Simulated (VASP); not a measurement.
# KTaO3 (Pm-3m) in VASP: further runs

The runs below take KTaO3 through single point, with PBE.

Everything below comes from runs of VASP 6.6.1. Logs are shortened: lines on timing, memory, paths and dates and some standing lists are left out, and cuts for length are marked.

### 1 The cell of the first run

The structure is cubic, space group Pm-3m (No. 221). The conventional cell has a = 3.942 Å, b = 3.942 Å, c = 3.942 Å, α = 90.00°, β = 90.00°, γ = 90.00°. Within 3.7 Å of K (site symmetry m-3m) lie 12 O at 2.79 Å and 8 Ta at 3.41 Å. Ta (site symmetry m-3m) has 6 O at 1.97 Å within 2.6 Å. Within 2.6 Å of O (site symmetry 4/mmm) lie 2 Ta at 1.97 Å.

### 2 Single point, PBE (volume changed by -6%)

The input, INCAR:

```
ALGO = Normal
EDIFF = 1E-6
ENCUT = 520
GGA = PE
ISIF = 2
ISMEAR = 0
LASPH = True
LCHARG = False
LREAL = False
LWAVE = False
NBANDS = 27
NELM = 60
PREC = Accurate
SIGMA = 0.01
```

The input, KPOINTS:

```
k-points
0
Gamma
  6 6 6
```

The input, POSCAR:

```
KTaO3
1.0
    3.9422708004      0.0000000000      0.0000000000
    0.0000000000      3.9422708004      0.0000000000
    0.0000000000      0.0000000000      3.9422708004
K Ta O
1 1 3
Direct
    0.0000000000      0.0000000000      0.0000000000
    0.5000000000      0.5000000000      0.5000000000
    0.5000000000      0.5000000000      0.0000000000
    0.5000000000      0.0000000000      0.5000000000
    0.0000000000      0.5000000000      0.5000000000
```

Potentials or basis: VASP PAW PBE potentials, release 64 (K_sv, Ta_pv, O).

On the command line:

```console
$ cat potpaw_PBE.64/K_sv/POTCAR potpaw_PBE.64/Ta_pv/POTCAR potpaw_PBE.64/O/POTCAR > POTCAR
$ mpirun -np 1 vasp_std > vasp.out
```

OUTCAR:

```text
EDIFF = 1E-6
   ENCUT = 520
   GGA = PE
   ISIF = 2
   ISMEAR = 0
   LASPH = True
   LREAL = False
   NELM = 60
   PREC = Accurate

 ion  position               nearest neighbor table
   1  0.000  0.000  0.000-   3 2.79   4 2.79   5 2.79   4 2.79   5 2.79   3 2.79   5 2.79   5 2.79
                             3 2.79   4 2.79   4 2.79   3 2.79   2 3.41   2 3.41   2 3.41   2 3.41
   2  0.500  0.500  0.500-   3 1.97   4 1.97   5 1.97   3 1.97   4 1.97   5 1.97   1 3.41   1 3.41
                             1 3.41   1 3.41   1 3.41   1 3.41   1 3.41   1 3.41
   3  0.500  0.500  0.000-   2 1.97   2 1.97   1 2.79   1 2.79   1 2.79   1 2.79
   4  0.500  0.000  0.500-   2 1.97   2 1.97   1 2.79   1 2.79   1 2.79   1 2.79
   5  0.000  0.500  0.500-   2 1.97   2 1.97   1 2.79   1 2.79   1 2.79   1 2.79

  LATTYP: Found a simple cubic cell.
 ALAT       =     3.9422708004

  Lattice vectors:

 A1 = (   3.9422708004,   0.0000000000,   0.0000000000)
 A2 = (   0.0000000000,   3.9422708004,   0.0000000000)
 A3 = (   0.0000000000,   0.0000000000,   3.9422708004)

Analysis of symmetry for initial positions (statically):
=====================================================================
 Subroutine PRICEL returns:
 Original cell was already a primitive cell.

 Routine SETGRP: Setting up the symmetry group for a
 simple cubic supercell.

 Subroutine GETGRP returns: Found 48 space group operations
 (whereof 48 operations were pure point group operations)
 out of a pool of 48 trial point group operations.

The static configuration has the point symmetry O_h .

Analysis of symmetry for dynamics (positions and initial velocities):
=====================================================================
 Subroutine PRICEL returns:
 Original cell was already a primitive cell.

 Routine SETGRP: Setting up the symmetry group for a
 simple cubic supercell.

 Subroutine GETGRP returns: Found 48 space group operations
 (whereof 48 operations were pure point group operations)
 out of a pool of 48 trial point group operations.

The dynamic configuration has the point symmetry O_h .

 Subroutine INISYM returns: Found 48 space group operations
 (whereof 48 operations are pure point group operations),
 and found     1 'primitive' translations

----------------------------------------------------------------------------------------

                                     Primitive cell

  volume of cell :      61.2688

  direct lattice vectors                    reciprocal lattice vectors
     3.942270800  0.000000000  0.000000000     0.253660910  0.000000000  0.000000000
     0.000000000  3.942270800  0.000000000     0.000000000  0.253660910  0.000000000
     0.000000000  0.000000000  3.942270800     0.000000000  0.000000000  0.253660910

  length of vectors
     3.942270800  3.942270800  3.942270800     0.253660910  0.253660910  0.253660910

  position of ions in fractional coordinates (direct lattice)
     0.000000000  0.000000000  0.000000000
     0.500000000  0.500000000  0.500000000
     0.500000000  0.500000000  0.000000000
     0.500000000  0.000000000  0.500000000
     0.000000000  0.500000000  0.500000000

  ion indices of the primitive-cell ions
   primitive index   ion index
                 1           1
                 2           2
                 3           3
                 4           4
                 5           5

----------------------------------------------------------------------------------------

 KPOINTS: k-points

Automatic generation of k-mesh.
 Grid dimensions read from file:
 generate k-points for:    6    6    6

 Generating k-lattice:

  Cartesian coordinates                     Fractional coordinates (reciprocal lattice)
     0.042276818  0.000000000  0.000000000     0.166666667  0.000000000  0.000000000
     0.000000000  0.042276818  0.000000000     0.000000000  0.166666667  0.000000000
     0.000000000  0.000000000  0.042276818     0.000000000  0.000000000  0.166666667

  Length of vectors
     0.042276818  0.042276818  0.042276818

  Shift w.r.t. Gamma in fractional coordinates (k-lattice)
     0.000000000  0.000000000  0.000000000

 Subroutine IBZKPT returns following result:
 ===========================================

 Found     20 irreducible k-points:

 Following reciprocal coordinates:
            Coordinates               Weight
  0.000000  0.000000  0.000000      1.000000
  0.166667  0.000000  0.000000      6.000000
  0.333333  0.000000  0.000000      6.000000
  0.500000  0.000000  0.000000      3.000000
  0.166667  0.166667  0.000000     12.000000
  0.333333  0.166667  0.000000     24.000000
[... 12 lines left out ...]
  0.500000  0.500000  0.333333      6.000000
  0.500000  0.500000  0.500000      1.000000
   k-points           NKPTS =     20   k-points in BZ     NKDIM =     20   number of bands    NBANDS=     27
   number of dos      NEDOS =    301   number of ions     NIONS =      5
   total plane-waves  NPLWV =  27000
   dimension x,y,z NGX =    30 NGY =   30 NGZ =   30
   dimension x,y,z NGXF=    60 NGYF=   60 NGZF=   60
   ions per type =               1   1   3
   NGX,Y,Z   is equivalent  to a cutoff of  12.65, 12.65, 12.65 a.u.
   NGXF,Y,Z  is equivalent  to a cutoff of  25.30, 25.30, 25.30 a.u.
 SYSTEM =  unknown system
   PREC   = accura    normal or accurate (medium, high low for compatibility)
   ISTART =      0    job   : 0-new  1-cont  2-samecut
   ICHARG =      2    charge: 1-file 2-atom 10-const
   ISPIN  =      1    spin polarized calculation?
   LNONCOLLINEAR =      F non collinear calculations
   LSORBIT =      F    spin-orbit coupling
   LASPH  =      T    aspherical Exc in radial PAW
   ENCUT  =  520.0 eV  38.22 Ry    6.18 a.u.   7.33  7.33  7.33*2*pi/ulx,y,z
   NELM   =     60;   NELMIN=  2; NELMDL= -5     # of ELM steps
   EDIFF  = 0.1E-05   stopping-criterion for ELM
   LREAL  =      F    real-space projection
   EDIFFG = 0.1E-04   stopping-criterion for IOM
   NSW    =      0    number of steps for IOM
   IBRION =     -1    ionic relax: 0-MD 1-quasi-New 2-CG
   NFREE  =      0    steps in history (QN), initial steepest desc. (CG)
   ISIF   =      2    stress and relaxation
   ISYM   =      2    0-nonsym 1-usesym 2-fastsym
   POTIM  = 0.5000    time-step for ionic-motion
   TEBEG  =    0.0;   TEEND  =   0.0 temperature during run
   PSTRESS=    0.0 pullay stress
   NELECT =      38.0000    total number of electrons
   NUPDOWN=      -1.0000    fix difference up-down
   EMIN   =  10.00;   EMAX   =-10.00  energy-range for DOS
   EFERMI =   0.00;   METHOD = LEGACY
   ISMEAR =     0;   SIGMA  =   0.01  broadening in eV -4-tet -1-fermi 0-gaus
   EFERMI_NEDOS =   21; number of points for ismear=-14 and -15
   IALGO  =     38    algorithm
   IMIX   =      4    mixing-type and parameters
     AMIX     =   0.40;   BMIX     =  1.00
     AMIX_MAG =   1.60;   BMIX_MAG =  1.00
  volume/ion in A,a.u.               =      12.25        82.69
  Fermi-wavevector in a.u.,A,eV,Ry     =   1.396121  2.638285 26.519830  1.949153
  Thomas-Fermi vector in A             =   2.519506
   LORBIT       =      0    0 simple, 1 ext, 2 COOP (PROOUT), +10 PAW based schemes
   GGA     = PE    functional components
   LHFCALC =     F    Hartree Fock is set to
   AEXX    =    0.0000 exact exchange contribution
   IVDW    =     0    specifies the selected vdW correction
   LEPSILON=     F    determine dielectric tensor
   LRPA    =     F    only Hartree local field effects (RPA)
 non-spin polarized calculation
 Gauss-broadening in eV      SIGMA  =   0.01
  energy-cutoff  :      520.00
  volume of cell :       61.27
 maximum number of plane-waves:      1671
 NGX is ok and might be reduce to    30
   NGX = 15   NGY = 15   NGZ = 15

 number of electron      37.9999989 magnetization

 Free energy of the ion-electron system (eV)
  ---------------------------------------------------
  ext. energy  EPLUGINS =         0.00000000
  ---------------------------------------------------
  free energy    TOTEN  =       -40.89065417 eV

  energy without entropy =      -40.89065417  energy(sigma->0) =      -40.89065417

 E-fermi :   2.1208     XC(G=0): -11.0566

 val. band max:        2.0448543157   @ k =   0.5000   0.5000   0.5000
 cond. band min:       4.2950701959   @ k =   0.0000   0.0000   0.0000
 fundamental gap:      2.2502158801
 Fermi energy:         2.1207777363

 k-point     1 :       0.0000    0.0000    0.0000
  band No.  band energies     occupation
      1     -31.9239      2.00000
      2     -31.9239      2.00000
      3     -31.9239      2.00000
      4     -25.2511      2.00000
      5     -15.6345      2.00000
      6     -14.9193      2.00000
[... 19 lines left out ...]
     26      10.1037      0.00000
     27      10.1037      0.00000

 k-point     2 :       0.1667    0.0000    0.0000
  band No.  band energies     occupation
      1     -31.9513      2.00000
      2     -31.9229      2.00000
      3     -31.9229      2.00000
      4     -25.2425      2.00000
      5     -15.5652      2.00000
      6     -14.9133      2.00000
[... 19 lines left out ...]
     26      10.4600      0.00000
     27      10.6287      0.00000

 k-point     3 :       0.3333    0.0000    0.0000
  band No.  band energies     occupation
      1     -32.0053      2.00000
      2     -31.9208      2.00000
      3     -31.9208      2.00000
      4     -25.2254      2.00000
      5     -15.5360      2.00000
      6     -14.9004      2.00000
[... 19 lines left out ...]
     26      11.2197      0.00000
     27      12.3945      0.00000

 k-point     4 :       0.5000    0.0000    0.0000
  band No.  band energies     occupation
      1     -32.0319      2.00000
      2     -31.9197      2.00000
      3     -31.9197      2.00000
      4     -25.2169      2.00000
      5     -15.5471      2.00000
      6     -14.8939      2.00000
[... 19 lines left out ...]
     26      11.6288      0.00000
     27      12.5618      0.00000

 k-point     5 :       0.1667    0.1667    0.0000
  band No.  band energies     occupation
      1     -31.9505      2.00000
      2     -31.9498      2.00000
      3     -31.9218      2.00000
      4     -25.2351      2.00000
      5     -15.4638      2.00000
      6     -14.8002      2.00000
[... 19 lines left out ...]
     26      10.8040      0.00000
     27      11.0571      0.00000

 k-point     6 :       0.3333    0.1667    0.0000
  band No.  band energies     occupation
      1     -32.0039      2.00000
      2     -31.9478      2.00000
      3     -31.9197      2.00000
      4     -25.2202      2.00000
      5     -15.3940      2.00000
      6     -14.7587      2.00000
[... 324 lines left out ...]
      1     -31.9982      2.00000
      2     -31.9974      2.00000
      3     -31.9974      2.00000
      4     -25.1961      2.00000
      5     -14.4525      2.00000
      6     -14.1736      2.00000
[... 19 lines left out ...]
     26      13.4551      0.00000
     27      13.4551      0.00000

 k-point    18 :       0.5000    0.3333    0.3333
  band No.  band energies     occupation
      1     -32.0238      2.00000
      2     -31.9966      2.00000
      3     -31.9962      2.00000
      4     -25.1915      2.00000
      5     -14.3555      2.00000
      6     -14.1547      2.00000
[... 19 lines left out ...]
     26      13.4258      0.00000
     27      13.9287      0.00000

 k-point    19 :       0.5000    0.5000    0.3333
  band No.  band energies     occupation
      1     -32.0226      2.00000
      2     -32.0226      2.00000
      3     -31.9953      2.00000
      4     -25.1870      2.00000
      5     -14.2334      2.00000
      6     -13.8918      2.00000
[... 19 lines left out ...]
     26      13.4119      0.00000
     27      13.8153      0.00000

 k-point    20 :       0.5000    0.5000    0.5000
  band No.  band energies     occupation
      1     -32.0213      2.00000
      2     -32.0213      2.00000
      3     -32.0213      2.00000
      4     -25.1825      2.00000
      5     -13.8664      2.00000
      6     -13.8664      2.00000
[... 19 lines left out ...]
     26      13.1156      0.00000
     27      14.3397      0.00000

------------------------ aborting loop because EDIFF is reached ----------------------------------------

  FORCE on cell =-STRESS in cart. coord.  units (eV):
  Direction    XX          YY          ZZ          XY          YZ          ZX
  --------------------------------------------------------------------------------------
  -------------------------------------------------------------------------------------
  Total        5.4301752      5.4301752      5.4301752      0.0000000     -0.0000000      0.0000000
  in kB      141.9989283    141.9989283    141.9989283      0.0000000     -0.0000000      0.0000000
  external PRESSURE =     141.9989283 kB  Pullay stress =       0.0000000 kB

 VOLUME and BASIS-vectors are now :
 -----------------------------------------------------------------------------
  energy-cutoff  :      520.00
  volume of cell :       61.27
      direct lattice vectors                 reciprocal lattice vectors
     3.942270800  0.000000000  0.000000000     0.253660910  0.000000000  0.000000000
     0.000000000  3.942270800  0.000000000     0.000000000  0.253660910  0.000000000
     0.000000000  0.000000000  3.942270800     0.000000000  0.000000000  0.253660910

 POSITION                                       TOTAL-FORCE (eV/Angst)
 -----------------------------------------------------------------------------------
      0.00000      0.00000      0.00000         0.000000      0.000000      0.000000
      1.97114      1.97114      1.97114         0.000000      0.000000      0.000000
      1.97114      1.97114      0.00000         0.000000      0.000000      0.000000
      1.97114      0.00000      1.97114         0.000000      0.000000      0.000000
      0.00000      1.97114      1.97114         0.000000      0.000000      0.000000
 -----------------------------------------------------------------------------------
    total drift:                                0.000000      0.000000     -0.000000

  FREE ENERGIE OF THE ION-ELECTRON SYSTEM (eV)
  ---------------------------------------------------
  free  energy   TOTEN  =       -40.8906541740 eV

  energy  without entropy=      -40.8906541740  energy(sigma->0) =      -40.89065417
```

Wall time 18 s (1 thread of Intel Xeon 6975P-C (Granite Rapids), shared host); peak memory 0.18 GiB.

Results:

```yaml
Free_energy: -40.8907 eV
Pressure: 14.2 GPa
Band_gap_on_the_k_mesh: 2.25 eV, indirect (least direct gap 2.85 eV)
```

Caveat: the cell differs from its parent crystal (volume changed by -6%); spin-orbit coupling is left out, which moves the levels of the heavy elements.

### 3 Single point, PBE

This run uses another cell than the first one, of 12.71 Å³/atom, 1.037 times its volume.

The input, INCAR:

```
ALGO     = Normal         # electronic algorithm
EDIFF    = 1E-6           # SCF threshold, eV
ENCUT    = 520            # plane-wave cutoff, eV
GGA      = PE             # functional
ISIF     = 2              # what is computed and relaxed
ISMEAR   = 0              # smearing method
LASPH    = True           # aspherical terms in the spheres
LCHARG   = True           # write CHGCAR
LELF     = True           # ELF
LREAL    = False          # projectors in reciprocal space
LVHAR    = True         
LWAVE    = False          # write WAVECAR
NBANDS   = 27             # bands
NELM     = 100            # most SCF steps
PREC     = Accurate       # precision mode
SIGMA    = 0.01           # smearing width, eV
```

KPOINTS is that of step 2.

POSCAR: that of step 2 with these lines changed.

```diff
@@ -2,5 +2,5 @@
 1.0
-    3.9422708004      0.0000000000      0.0000000000
-    0.0000000000      3.9422708004      0.0000000000
-    0.0000000000      0.0000000000      3.9422708004
+    3.9901311116      0.0000000000      0.0000000000
+    0.0000000000      3.9901311116      0.0000000000
+    0.0000000000      0.0000000000      3.9901311116
 K Ta O
```

Potentials or basis: VASP PAW PBE potentials, release 64 (K_sv, Ta_pv, O).

On the command line:

```console
$ cat potpaw_PBE.64/K_sv/POTCAR potpaw_PBE.64/Ta_pv/POTCAR potpaw_PBE.64/O/POTCAR > POTCAR
$ mpirun -np 1 vasp_std > vasp.out
```

OUTCAR:

```text
EDIFF = 1E-6
   ENCUT = 520
   GGA = PE
   ISIF = 2
   ISMEAR = 0
   LASPH = True
   LREAL = False
   NELM = 100
   PREC = Accurate

 ion  position               nearest neighbor table
   1  0.000  0.000  0.000-   3 2.82   4 2.82   5 2.82   4 2.82   5 2.82   3 2.82   5 2.82   5 2.82
                             3 2.82   4 2.82   4 2.82   3 2.82   2 3.46   2 3.46   2 3.46   2 3.46
   2  0.500  0.500  0.500-   3 2.00   4 2.00   5 2.00   3 2.00   4 2.00   5 2.00   1 3.46   1 3.46
                             1 3.46   1 3.46   1 3.46   1 3.46   1 3.46   1 3.46
[... 801 lines left out ...]
  -------------------------------------------------------------------------------------
  Total        2.2939308      2.2939308      2.2939308      0.0000000     -0.0000000      0.0000000
  in kB       57.8534678     57.8534678     57.8534678      0.0000000     -0.0000000      0.0000000
  external PRESSURE =      57.8534678 kB  Pullay stress =       0.0000000 kB

 VOLUME and BASIS-vectors are now :
 -----------------------------------------------------------------------------
  energy-cutoff  :      520.00
  volume of cell :       63.53
      direct lattice vectors                 reciprocal lattice vectors
     3.990131112  0.000000000  0.000000000     0.250618331  0.000000000  0.000000000
     0.000000000  3.990131112  0.000000000     0.000000000  0.250618331  0.000000000
     0.000000000  0.000000000  3.990131112     0.000000000  0.000000000  0.250618331

 POSITION                                       TOTAL-FORCE (eV/Angst)
 -----------------------------------------------------------------------------------
      0.00000      0.00000      0.00000         0.000000      0.000000      0.000000
      1.99507      1.99507      1.99507         0.000000      0.000000      0.000000
      1.99507      1.99507      0.00000         0.000000      0.000000      0.000000
      1.99507      0.00000      1.99507         0.000000      0.000000      0.000000
      0.00000      1.99507      1.99507         0.000000      0.000000      0.000000
 -----------------------------------------------------------------------------------
    total drift:                                0.000000      0.000000     -0.000000

  FREE ENERGIE OF THE ION-ELECTRON SYSTEM (eV)
  ---------------------------------------------------
  free  energy   TOTEN  =       -41.0323231647 eV

  energy  without entropy=      -41.0323231647  energy(sigma->0) =      -41.03232316
```

stdout:

```text
POSCAR found type information on POSCAR K TaO
 POSCAR found :  3 types and       5 ions
 scaLAPACK will be used
 LDA part: xc-table for (Slater+PW92), standard interpolation
 POSCAR, INCAR and KPOINTS ok, starting setup
 FFT: planning ... GRIDC
 FFT: planning ... GRID_SOFT
 FFT: planning ... GRID
 WAVECAR not read
 entering main loop
```

Wall time 20 s (1 thread of Intel Xeon 6975P-C (Granite Rapids), shared host); peak memory 0.18 GiB.

What came out:

```
Free energy            : -41.0323 eV
Pressure               : 5.8 GPa
Band gap on the k mesh : 2.17 eV, indirect (least direct gap 2.79 eV)
```

Levels at points of the mesh, in eV from the valence-band top:
| k point | band 16 | band 17 | band 18 | band 19 | band 20 | band 21 | band 22 | band 23 |
| --- | --- | --- | --- | --- | --- | --- | --- | --- |
| (0.00, 0.00, 0.00) | -1.06 | -0.62 | -0.62 | -0.62 | 2.17 | 2.17 | 2.17 | 6.61 |
| (0.50, 0.00, 0.00) | -2.13 | -1.51 | -0.85 | -0.85 | 2.33 | 5.01 | 5.01 | 6.78 |
| (0.50, 0.50, 0.00) | -1.65 | -1.43 | -1.43 | -0.04 | 5.05 | 5.05 | 6.33 | 7.65 |
| (0.50, 0.50, 0.50) | -3.90 | 0.00 | 0.00 | 0.00 | 6.46 | 6.46 | 6.46 | 8.91 |

Caveat: spin-orbit coupling is left out, which moves the levels of the heavy elements.

(Continued in part 2 of 2.)
